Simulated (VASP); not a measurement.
# CuSi16 (a cell with a defect) in VASP: notebook

The runs below take CuSi16 (a cell with a defect) through single point, with PBEsol.

Everything below comes from runs of VASP 6.6.1. Logs are shortened: lines on timing, memory, paths and dates and some standing lists are left out, and cuts for length are marked.

## (1) The cell of the first run

The cell holds a defect, 17 atoms: a = 7.679 Å, b = 7.679 Å, c = 7.679 Å, α = 60.00°, β = 60.00°, γ = 60.00°.

## (2) Single point, PBEsol

File INCAR:

```
PREC = Accurate
ENCUT = 520
EDIFF = 1E-7
ISMEAR = -1
SIGMA = 0.02
LREAL = Auto
LASPH = True
NELM = 100
ALGO = Normal
ISIF = 2
LWAVE = False
LCHARG = False
GGA = PS
NELECT = 74.0
NBANDS = 52
```

File KPOINTS:

```
Automatic mesh
0
Gamma
  2 2 2
```

File POSCAR:

```
CuSi16
1.0
    0.0000000000      5.4300000000      5.4300000000
    5.4300000000      0.0000000000      5.4300000000
    5.4300000000      5.4300000000      0.0000000000
Si Cu
16 1
Direct
    0.1422283610      0.0079189687     -0.0355432781
    0.2208747698      0.1804327808      0.0750736648
    0.0932596685      0.0720994475      0.4454880295
    0.2340055249      0.1464548803      0.5992541436
    0.1373296501      0.5331491713     -0.0601841621
    0.2561325967      0.6470902394      0.0884530387
    0.0924125230      0.5205893186      0.4642173112
    0.1989226519      0.7047053407      0.5688121547
    0.6260865562      0.0457918969     -0.0583517495
    0.7635911602      0.1216574586      0.1111970534
    0.6073480663     -0.0124125230      0.4679926335
    0.7290699816      0.1444290976      0.5796224678
    0.6311970534      0.5032596685     -0.0421178637
    0.7518416206      0.6640699816      0.0629097606
    0.5756813996      0.5276335175      0.4332872928
    0.7052762431      0.5928453039      0.5862523020
    0.8457090239      0.7436648250      0.6567219153
```

Potentials or basis: VASP PAW PBE potentials, release 64 (Si, Cu).

Started as:

```bash
$ cat potpaw_PBE.64/Si/POTCAR potpaw_PBE.64/Cu/POTCAR > POTCAR
$ mpirun -np 1 vasp_std > vasp.out
```

OUTCAR:

```text
PREC = Accurate
   ENCUT = 520
   EDIFF = 1E-7
   ISMEAR = -1
   LREAL = Auto
   LASPH = True
   NELM = 100
   ISIF = 2
   GGA = PS
   NELECT = 74.0

 ion  position               nearest neighbor table
   1  0.142  0.008  0.964-   6 2.26   2 2.30   4 2.30  10 2.38
   2  0.221  0.180  0.075-   5 2.22   1 2.30   3 2.32   9 2.54
   3  0.093  0.072  0.445-   8 2.31  12 2.31   2 2.32   4 2.34
   4  0.234  0.146  0.599-   1 2.30   3 2.34   7 2.35  11 2.36
   5  0.137  0.533  0.940-   2 2.22   8 2.37   6 2.40  14 2.42
   6  0.256  0.647  0.088-   1 2.26  13 2.36   7 2.38   5 2.40
   7  0.092  0.521  0.464-  17 2.28   4 2.35   6 2.38  16 2.47   8 2.50
   8  0.199  0.705  0.569-   3 2.31  17 2.34   5 2.37  15 2.40   7 2.50
   9  0.626  0.046  0.942-  12 2.29  14 2.39  10 2.43   2 2.54
  10  0.764  0.122  0.111-  11 2.27   1 2.38  13 2.40   9 2.43
  11  0.607  0.988  0.468-  10 2.27  17 2.34   4 2.36  12 2.45  16 2.50
  12  0.729  0.144  0.580-   9 2.29   3 2.31  15 2.42  11 2.45  17 2.56
  13  0.631  0.503  0.958-   6 2.36  16 2.40  10 2.40  14 2.43  17 2.54
  14  0.752  0.664  0.063-  15 2.37   9 2.39   5 2.42  13 2.43  17 2.63
  15  0.576  0.528  0.433-  16 2.21  14 2.37   8 2.40  12 2.42
  16  0.705  0.593  0.586-  15 2.21  17 2.29  13 2.40   7 2.47  11 2.50
  17  0.846  0.744  0.657-   7 2.28  16 2.29   8 2.34  11 2.34  13 2.54  12 2.56  14 2.63

  LATTYP: Found a face centered cubic cell.
 ALAT       =    10.8600000000

  Lattice vectors:

 A1 = (   0.0000000000,   5.4300000000,   5.4300000000)
 A2 = (   5.4300000000,   0.0000000000,   5.4300000000)
 A3 = (   5.4300000000,   5.4300000000,   0.0000000000)

Analysis of symmetry for initial positions (statically):
=====================================================================
 Subroutine PRICEL returns:
 Original cell was already a primitive cell.

 Routine SETGRP: Setting up the symmetry group for a
 face centered cubic supercell.

 Subroutine GETGRP returns: Found  1 space group operations
 (whereof  1 operations were pure point group operations)
 out of a pool of 48 trial point group operations.

The static configuration has the point symmetry C_1 .

Analysis of symmetry for dynamics (positions and initial velocities):
=====================================================================
 Subroutine PRICEL returns:
 Original cell was already a primitive cell.

 Routine SETGRP: Setting up the symmetry group for a
 face centered cubic supercell.

 Subroutine GETGRP returns: Found  1 space group operations
 (whereof  1 operations were pure point group operations)
 out of a pool of 48 trial point group operations.

The dynamic configuration has the point symmetry C_1 .

 Subroutine INISYM returns: Found  1 space group operations
 (whereof  1 operations are pure point group operations),
 and found     1 'primitive' translations

----------------------------------------------------------------------------------------

                                     Primitive cell

  volume of cell :     320.2060

  direct lattice vectors                    reciprocal lattice vectors
     0.000000000  5.430000000  5.430000000    -0.092081031  0.092081031  0.092081031
     5.430000000  0.000000000  5.430000000     0.092081031 -0.092081031  0.092081031
     5.430000000  5.430000000  0.000000000     0.092081031  0.092081031 -0.092081031

  length of vectors
     7.679179644  7.679179644  7.679179644     0.159489025  0.159489025  0.159489025

  position of ions in fractional coordinates (direct lattice)
     0.142228361  0.007918969  0.964456722
     0.220874770  0.180432781  0.075073665
     0.093259668  0.072099448  0.445488029
     0.234005525  0.146454880  0.599254144
     0.137329650  0.533149171  0.939815838
     0.256132597  0.647090239  0.088453039
[... 9 lines left out ...]
     0.705276243  0.592845304  0.586252302
     0.845709024  0.743664825  0.656721915

  ion indices of the primitive-cell ions
   primitive index   ion index
                 1           1
                 2           2
                 3           3
                 4           4
                 5           5
                 6           6
[... 9 lines left out ...]
                16          16
                17          17

----------------------------------------------------------------------------------------

 KPOINTS: Automatic mesh

Automatic generation of k-mesh.
 Grid dimensions read from file:
 generate k-points for:    2    2    2

 Generating k-lattice:

  Cartesian coordinates                     Fractional coordinates (reciprocal lattice)
    -0.046040516  0.046040516  0.046040516     0.500000000  0.000000000  0.000000000
     0.046040516 -0.046040516  0.046040516     0.000000000  0.500000000  0.000000000
     0.046040516  0.046040516 -0.046040516     0.000000000  0.000000000  0.500000000

  Length of vectors
     0.079744512  0.079744512  0.079744512

  Shift w.r.t. Gamma in fractional coordinates (k-lattice)
     0.000000000  0.000000000  0.000000000

 Subroutine IBZKPT returns following result:
 ===========================================

 Found      8 irreducible k-points:

 Following reciprocal coordinates:
            Coordinates               Weight
  0.000000  0.000000  0.000000      1.000000
  0.500000  0.000000  0.000000      1.000000
  0.000000  0.500000  0.000000      1.000000
  0.000000  0.000000  0.500000      1.000000
  0.500000  0.500000  0.500000      1.000000
  0.500000  0.500000  0.000000      1.000000
  0.000000  0.500000  0.500000      1.000000
  0.500000  0.000000  0.500000      1.000000
   k-points           NKPTS =      8   k-points in BZ     NKDIM =      8   number of bands    NBANDS=     52
   number of dos      NEDOS =    301   number of ions     NIONS =     17
   total plane-waves  NPLWV = 216000
   dimension x,y,z NGX =    60 NGY =   60 NGZ =   60
   dimension x,y,z NGXF=   120 NGYF=  120 NGZF=  120
   ions per type =              16   1
   NGX,Y,Z   is equivalent  to a cutoff of  12.99, 12.99, 12.99 a.u.
   NGXF,Y,Z  is equivalent  to a cutoff of  25.98, 25.98, 25.98 a.u.
 SYSTEM =  unknown system
   PREC   = accura    normal or accurate (medium, high low for compatibility)
   ISTART =      0    job   : 0-new  1-cont  2-samecut
   ICHARG =      2    charge: 1-file 2-atom 10-const
   ISPIN  =      1    spin polarized calculation?
   LNONCOLLINEAR =      F non collinear calculations
   LSORBIT =      F    spin-orbit coupling
   LASPH  =      T    aspherical Exc in radial PAW
   ENCUT  =  520.0 eV  38.22 Ry    6.18 a.u.  14.28 14.28 14.28*2*pi/ulx,y,z
   NELM   =    100;   NELMIN=  2; NELMDL= -5     # of ELM steps
   EDIFF  = 0.1E-06   stopping-criterion for ELM
   LREAL  =      T    real-space projection
   EDIFFG = 0.1E-05   stopping-criterion for IOM
   NSW    =      0    number of steps for IOM
   IBRION =     -1    ionic relax: 0-MD 1-quasi-New 2-CG
   NFREE  =      0    steps in history (QN), initial steepest desc. (CG)
   ISIF   =      2    stress and relaxation
   ISYM   =      2    0-nonsym 1-usesym 2-fastsym
   POTIM  = 0.5000    time-step for ionic-motion
   TEBEG  =    0.0;   TEEND  =   0.0 temperature during run
   PSTRESS=    0.0 pullay stress
   NELECT =      74.0000    total number of electrons
   NUPDOWN=      -1.0000    fix difference up-down
   EMIN   =  10.00;   EMAX   =-10.00  energy-range for DOS
   EFERMI =   0.00;   METHOD = LEGACY
   ISMEAR =    -1;   SIGMA  =   0.02  broadening in eV -4-tet -1-fermi 0-gaus
   EFERMI_NEDOS =   21; number of points for ismear=-14 and -15
   IALGO  =     38    algorithm
   IMIX   =      4    mixing-type and parameters
     AMIX     =   0.40;   BMIX     =  1.00
     AMIX_MAG =   1.60;   BMIX_MAG =  1.00
  volume/ion in A,a.u.               =      18.84       127.11
  Fermi-wavevector in a.u.,A,eV,Ry     =   1.004636  1.898488 13.732283  1.009294
  Thomas-Fermi vector in A             =   2.137265
   LORBIT       =      0    0 simple, 1 ext, 2 COOP (PROOUT), +10 PAW based schemes
   GGA     = PS    functional components
   LHFCALC =     F    Hartree Fock is set to
   AEXX    =    0.0000 exact exchange contribution
   IVDW    =     0    specifies the selected vdW correction
   LEPSILON=     F    determine dielectric tensor
   LRPA    =     F    only Hartree local field effects (RPA)
 non-spin polarized calculation
  energy-cutoff  :      520.00
  volume of cell :      320.21
 maximum number of plane-waves:      8646
 NGX is ok and might be reduce to    60
   NGX = 29   NGY = 29   NGZ = 29

 number of electron      73.9999998 magnetization

 Free energy of the ion-electron system (eV)
  ---------------------------------------------------
  ext. energy  EPLUGINS =         0.00000000
  ---------------------------------------------------
  free energy    TOTEN  =       -99.03065118 eV

  energy without entropy =      -99.02982861  energy(sigma->0) =      -99.03023989

 E-fermi :   6.4095     XC(G=0):  -9.7769

 val. band max:        6.3271684956   @ k =   0.0000   0.0000   0.0000
 cond. band min:       6.4918032608   @ k =   0.0000   0.0000   0.0000
 fundamental gap:      0.1646347653
 Fermi energy:         6.4094843297

 k-point     1 :       0.0000    0.0000    0.0000
  band No.  band energies     occupation
      1      -5.9811      2.00000
      2      -3.7494      2.00000
      3      -3.5645      2.00000
      4      -3.5090      2.00000
      5      -3.3807      2.00000
      6      -2.2058      2.00000
[... 41 lines left out ...]
     48       8.3498      0.00000
     49       8.6007      0.00000

 k-point     2 :       0.5000    0.0000    0.0000
  band No.  band energies     occupation
      1      -5.3156      2.00000
      2      -5.0353      2.00000
      3      -3.4324      2.00000
      4      -3.3549      2.00000
      5      -3.2204      2.00000
      6      -3.1305      2.00000
[... 41 lines left out ...]
     48       9.7090      0.00000
     49       9.9313      0.00000

 k-point     3 :       0.0000    0.5000    0.0000
  band No.  band energies     occupation
      1      -5.2855      2.00000
      2      -5.0522      2.00000
      3      -3.4606      2.00000
      4      -3.3554      2.00000
      5      -3.1841      2.00000
      6      -3.1307      2.00000
[... 41 lines left out ...]
     48       9.5856      0.00000
     49       9.8844      0.00000

 k-point     4 :       0.0000    0.0000    0.5000
  band No.  band energies     occupation
      1      -5.3841      2.00000
      2      -4.9091      2.00000
      3      -3.4278      2.00000
      4      -3.3174      2.00000
      5      -3.2303      2.00000
      6      -3.1731      2.00000
[... 41 lines left out ...]
     48       9.6997      0.00000
     49       9.8656      0.00000

 k-point     5 :       0.5000    0.5000    0.5000
  band No.  band energies     occupation
      1      -5.2470      2.00000
      2      -5.0876      2.00000
      3      -3.5430      2.00000
      4      -3.3043      2.00000
      5      -3.2055      2.00000
      6      -3.0991      2.00000
[... 41 lines left out ...]
     48       9.8297      0.00000
     49       9.8748      0.00000

 k-point     6 :       0.5000    0.5000    0.0000
  band No.  band energies     occupation
      1      -4.9589      2.00000
      2      -4.8889      2.00000
      3      -4.0243      2.00000
      4      -3.8828      2.00000
      5      -3.8089      2.00000
      6      -3.6293      2.00000
[... 41 lines left out ...]
     48      10.2320      0.00000
     49      10.2876      0.00000

 k-point     7 :       0.0000    0.5000    0.5000
  band No.  band energies     occupation
      1      -5.0626      2.00000
      2      -4.7658      2.00000
      3      -4.0285      2.00000
      4      -3.8349      2.00000
      5      -3.7814      2.00000
      6      -3.7163      2.00000
[... 41 lines left out ...]
     48      10.2364      0.00000
     49      10.4137      0.00000

 k-point     8 :       0.5000    0.0000    0.5000
  band No.  band energies     occupation
      1      -5.0602      2.00000
      2      -4.7676      2.00000
      3      -3.9871      2.00000
      4      -3.8963      2.00000
      5      -3.8622      2.00000
      6      -3.6157      2.00000
[... 41 lines left out ...]
     48      10.2079      0.00000
     49      10.2215      0.00000
 [bands above 49 left out]

------------------------ aborting loop because EDIFF is reached ----------------------------------------

  FORCE on cell =-STRESS in cart. coord.  units (eV):
  Direction    XX          YY          ZZ          XY          YZ          ZX
  --------------------------------------------------------------------------------------
  -------------------------------------------------------------------------------------
  Total       -5.2803345     -6.6187418     -6.3817970      2.6237960     -1.0654425      2.2567182
  in kB      -26.4205915    -33.1174234    -31.9318501     13.1283808     -5.3310301     11.2916764
  external PRESSURE =     -30.4899550 kB  Pullay stress =       0.0000000 kB

 VOLUME and BASIS-vectors are now :
 -----------------------------------------------------------------------------
  energy-cutoff  :      520.00
  volume of cell :      320.21
      direct lattice vectors                 reciprocal lattice vectors
     0.000000000  5.430000000  5.430000000    -0.092081031  0.092081031  0.092081031
     5.430000000  0.000000000  5.430000000     0.092081031 -0.092081031  0.092081031
     5.430000000  5.430000000  0.000000000     0.092081031  0.092081031 -0.092081031

 POSITION                                       TOTAL-FORCE (eV/Angst)
 -----------------------------------------------------------------------------------
      5.28000      6.00930      0.81530         0.793653     -0.669887     -0.358450
      1.38740      1.60700      2.17910        -1.366906      1.654348      0.493868
      2.81050      2.92540      0.89790        -0.063080      0.091576      0.187851
      4.04920      4.52460      2.06590        -0.106481     -0.232670      0.545248
      7.99820      5.84890      3.64070         1.509159     -0.955521      0.544689
      3.99400      1.87110      4.90450        -0.651667      0.466546     -0.792254
[... 9 lines left out ...]
      6.40250      7.01300      7.04880         0.882874      1.183838      1.188018
      7.60410      8.15820      8.63030         1.060660      0.301047     -0.032931
 -----------------------------------------------------------------------------------
    total drift:                               -0.000631     -0.000775     -0.000603

  FREE ENERGIE OF THE ION-ELECTRON SYSTEM (eV)
  ---------------------------------------------------
  free  energy   TOTEN  =       -99.0306511798 eV

  energy  without entropy=      -99.0298286065  energy(sigma->0) =      -99.03023989
```

It took 3.5 min on 1 thread of Intel Xeon 6975P-C (Granite Rapids), shared host; peak memory 0.48 GiB.

What came out:

* Free energy: -99.0307 eV
* Largest force: 2.202 eV/Å

Forces on the atoms (eV/Å):
```
Si   0.794 -0.670 -0.358
Si  -1.367  1.654  0.494
Si  -0.063  0.092  0.188
Si  -0.106 -0.233  0.545
Si   1.509 -0.956  0.545
Si  -0.652  0.467 -0.792
Si  -0.846 -0.147  0.063
Si  -0.808  0.936 -0.105
Si   0.991  0.461 -1.075
Si  -0.721 -1.290  0.676
Si   0.372 -0.064 -0.507
Si   0.179 -0.720  0.132
Si  -0.042  0.164 -0.426
Si  -0.157 -0.136  0.396
Si  -1.026 -1.043 -0.931
Si   0.883  1.184  1.188
Cu   1.061  0.301 -0.033
```

Caveat: the k points lie up to 0.50 Å⁻¹ apart; the cell carries a net charge on a neutralising background, which shifts energy and pressure; the cell is charged against a uniform background, so pressure and absolute levels hang on convention; the PAW data sets were made with another functional, which shifts forces and pressure a little.

## (3) Single point, PBEsol

File INCAR:

```
SYSTEM = CuSi16
PREC     = Accurate       ! precision mode
ENCUT    = 520            ! plane-wave cutoff, eV
EDIFF    = 1E-6           ! SCF threshold, eV
ISMEAR   = -1             ! smearing method
SIGMA    = 0.02           ! smearing width, eV
LREAL    = Auto         
LASPH    = .TRUE.         ! aspherical terms in the spheres
NELM     = 100            ! most SCF steps
ALGO     = Normal         ! electronic algorithm
ISIF     = 2              ! what is computed and relaxed
LWAVE    = .FALSE.        ! write WAVECAR
LCHARG   = .FALSE.        ! write CHGCAR
GGA      = PS             ! functional
NELECT   = 74.0         
NBANDS   = 52             ! bands
```

File KPOINTS:

```
regular mesh
0
G
  2 2 2
  0 0 0
```

File POSCAR:

```
CuSi16
1.0
    0.0000000000      5.4300000000      5.4300000000
    5.4300000000      0.0000000000      5.4300000000
    5.4300000000      5.4300000000      0.0000000000
Si Cu
16 1
Direct
    0.1440607735      0.0353130755     -0.0844290976
    0.2310865562      0.1270718232      0.0894475138
    0.1578821363     -0.0224677716      0.4651565378
    0.2664088398      0.1645119705      0.5394659300
    0.1259852670      0.4809208103     -0.0350092081
    0.2658103131      0.6446500921      0.0582965009
    0.1022744015      0.5460681400      0.4177255985
    0.2210957643      0.6026427256      0.5966574586
    0.6054051565      0.0284069982     -0.0449079190
    0.7712338858      0.1388766114      0.0388581952
    0.6397053407      0.0718968692      0.3871823204
    0.7848158379      0.1375598527      0.5536187845
    0.6216942910      0.4942173112     -0.0329097606
    0.7219981584      0.6269889503      0.1225138122
    0.5870994475      0.5060128913      0.5073941068
    0.7206629834      0.6733517495      0.5533885820
    0.7564456722      0.8071823204      0.7247329650
```

Potentials or basis: VASP PAW PBE potentials, release 64 (Si, Cu).

Started as:

```bash
$ cat potpaw_PBE.64/Si/POTCAR potpaw_PBE.64/Cu/POTCAR > POTCAR
$ mpirun -np 1 vasp_std > vasp.out
```

It took 3.6 min on 1 thread of Intel Xeon 6975P-C (Granite Rapids), shared host; peak memory 0.49 GiB.

The run converged. Its results:

| Property | Result |
| --- | --- |
| Free energy | -98.4408 eV |
| Largest force | 2.840 eV/Å |

Forces on the atoms (eV/Å):
```
Si  -1.308 -0.030 -0.929
Si  -0.048  1.564  0.153
Si   0.023 -0.548  0.045
Si   0.165 -0.205  0.047
Si   2.660 -0.882  0.459
Si  -0.343 -1.919 -0.482
Si  -0.332  0.086 -1.320
Si   0.924  0.264  0.810
Si  -1.419 -0.007 -0.946
Si  -1.258 -0.009  0.702
Si   0.969  1.470 -1.595
Si   0.696 -0.227  0.289
Si   0.707 -0.117  1.925
Si  -0.820  0.097  0.844
Si  -1.483 -0.746 -0.358
Si   0.106  0.416  0.829
Cu   0.762  0.793 -0.472
```

Levels at points of the mesh, in eV from the Fermi level:
```tsv
k point	band 33	band 34	band 35	band 36	band 37	band 38	band 39	band 40	band 41	band 42
(0.00, 0.00, 0.00)	-1.06	-0.88	-0.46	-0.28	-0.13	0.13	0.28	0.41	0.66	0.67
(0.50, 0.00, 0.00)	-1.95	-1.04	-0.87	-0.69	-0.19	0.69	0.85	0.99	1.15	1.30
(0.00, 0.50, 0.00)	-1.89	-1.02	-0.86	-0.62	-0.54	0.56	0.81	0.98	1.07	1.27
(0.00, 0.00, 0.50)	-1.85	-1.12	-0.74	-0.61	-0.49	0.24	1.01	1.11	1.17	1.35
(0.50, 0.50, 0.50)	-1.82	-1.06	-0.79	-0.57	-0.41	0.49	0.96	1.06	1.16	1.31
(0.50, 0.50, 0.00)	-1.63	-1.52	-1.39	-1.07	-0.97	0.63	0.81	1.77	1.86	1.95
(0.00, 0.50, 0.50)	-1.69	-1.55	-1.25	-1.09	-0.93	0.60	0.87	1.66	1.72	2.10
(0.50, 0.00, 0.50)	-1.69	-1.41	-1.25	-1.18	-1.05	0.62	0.87	1.83	1.84	2.00
```

Caveat: the k points lie up to 0.50 Å⁻¹ apart; the cell carries a net charge on a neutralising background, which shifts energy and pressure; the cell is charged against a uniform background, so pressure and absolute levels hang on convention; the atoms stand as in a frame of molecular dynamics; the PAW data sets were made with another functional, which shifts forces and pressure a little.
